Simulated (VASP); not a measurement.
Write the native input for VASP 6.6.1 that does the following.

```yaml
Task: single point
Functional: PBE
Potentials_or_basis: VASP PAW PBE potentials, release 64 (Sn_d, Ge_d, Te)
Cutoff: 520 eV
k_mesh: 6 × 6 × 2
Occupations: gaussian, width 0.1 eV
Spin: no spin polarisation
Dipole_correction: no
Further_INCAR_settings: ALGO = Normal; EDIFF = 1e-06; NBANDS = 31
```

The structure of SnGeTe3 lies in POSCAR:

```
SnGeTe3
1.0
    5.0480646600      0.0000000000      0.0000000000
   -2.5240323300      4.3717522300      0.0000000000
    0.0000000000      0.0000000000      7.5564893600
Sn Ge Te
1 1 3
Direct
    0.0000000000      0.0000000000      0.0000000000
    0.0000000000      0.0000000000      0.5000000000
    0.5000000000      0.0000000000      0.0000000000
    0.0000000000      0.5000000000      0.0000000000
    0.5000000000      0.5000000000      0.0000000000
```

The cell was generated, and may not be a known phase.

One way to write it, as run:

INCAR

```
ALGO = Normal
EDIFF = 1E-6
ENCUT = 520
GGA = PE
ISIF = 2
ISMEAR = 0
LASPH = True
LCHARG = False
LREAL = False
LWAVE = False
NBANDS = 31
NELM = 100
PREC = Accurate
SIGMA = 0.1
```

KPOINTS

```
k-points
0
Gamma
  6 6 2
```

Potentials or basis: VASP PAW PBE potentials, release 64 (Sn_d, Ge_d, Te).

Run with:

```bash
$ cat potpaw_PBE.64/Sn_d/POTCAR potpaw_PBE.64/Ge_d/POTCAR potpaw_PBE.64/Te/POTCAR > POTCAR
$ mpirun -np 1 vasp_std > vasp.out
```

It gave:

```
Pressure               : 49.8 GPa
Band gap on the k mesh : zero (bands 23 and 24 overlap by 1.61 eV)
```

Caveat: the k points lie up to 0.42 Å⁻¹ apart, too coarse for converged energies and pressures of a metal; spin-orbit coupling is left out, which moves the levels of the heavy elements.

Wall time 87 s on 1 thread of AMD EPYC 7R43 64-Core Processor (Zen 3), on a shared host, peak memory 0.28 GiB.
